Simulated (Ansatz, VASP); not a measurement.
**Ru4Rh: VASP beside Ansatz**

```
CELL_PARAMETERS angstrom
2.69011 0.00000 0.00000
-1.34505 2.32970 0.00000
0.00000 0.00000 24.49960
ATOMIC_POSITIONS crystal
Rh 0.00000 0.00000 0.32900
Ru 0.33333 0.66667 0.41264
Ru 0.00000 0.00000 0.50000
Ru 0.33333 0.66667 0.58736
Ru 0.00000 0.00000 0.67100
```

Alike in both runs: task single point; functional PBEsol; k mesh 15 × 15 × 1; occupations fermi-dirac, width 0.05 eV; no spin polarisation.

|  | VASP | Ansatz |
| --- | --- | --- |
| version | VASP 6.6.1 | Ansatz 0.2.0 |
| potentials or method | VASP PAW PBE potentials, release 64 (Rh_pv, Ru_pv), cutoff 520 eV | all-electron LAPW, scalar-relativistic |

|  | VASP | Ansatz | Ansatz less VASP |
| --- | --- | --- | --- |
| rms of the force components (eV/Å) | 0.282 | 0.280 | -0.0022 |

VASP's potentials were made for PBE, not for PBEsol. Atom by atom the forces differ by 0.004 eV/Å (rms over components). Ansatz ran all-electron here, and VASP with PAW potentials.
